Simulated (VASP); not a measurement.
PbSe: single point with HSE06

The system is PbSe.

```xyz
2
Lattice="3.7843 0.0000 0.0000 0.0000 3.7843 0.0000 0.0000 0.0000 3.7843" Properties=species:S:1:pos:R:3 pbc="T T T"
Pb    0.0000    0.0000    0.0000
Se    1.8922    1.8922    1.8922
```

| Property | Result |
| --- | --- |
| Program | VASP 6.6.1 |
| Task | single point |
| Functional | HSE06 |
| Potentials or basis | VASP PAW PBE potentials, release 64 (Pb_d, Se) |
| Cutoff | 520 eV |
| k mesh | 4 × 4 × 4 |
| Occupations | fermi-dirac, width 0.05 eV |
| Spin | no spin polarisation |
| Dipole correction | no |
| Grid for exact exchange (PRECFOCK) | Normal |
| Further INCAR settings | ALGO = Normal; EDIFF = 1e-07; NBANDS = 17 |
| Share of exact exchange | 0.25 |
| Screening parameter | 0.2079 1/Å |

* Pressure: -1.1 GPa
* Band gap on the k mesh: zero (bands 10 and 11 overlap by 0.28 eV)

Levels at points of the mesh, in eV from the Fermi level:
```tsv
k point	band 8	band 9	band 10	band 11	band 12	band 13
(0.00, 0.00, 0.00)	-1.64	-1.64	-1.64	5.82	5.82	7.05
(0.50, 0.00, 0.00)	-0.30	-0.30	-0.17	0.63	4.11	4.11
(0.50, 0.50, 0.00)	-4.75	-4.75	0.04	4.97	4.97	5.88
(0.50, 0.50, 0.50)	-2.57	-2.57	-2.57	-0.23	-0.23	-0.23
```

Run time: 22 min on 1 thread of Intel Xeon 8259CL (shared host), peak memory 0.29 GiB.

Caveat: the k points lie up to 0.42 Å⁻¹ apart; the PAW data sets were made with another functional, which shifts forces and pressure a little; spin-orbit coupling is left out, which moves the levels of the heavy elements.
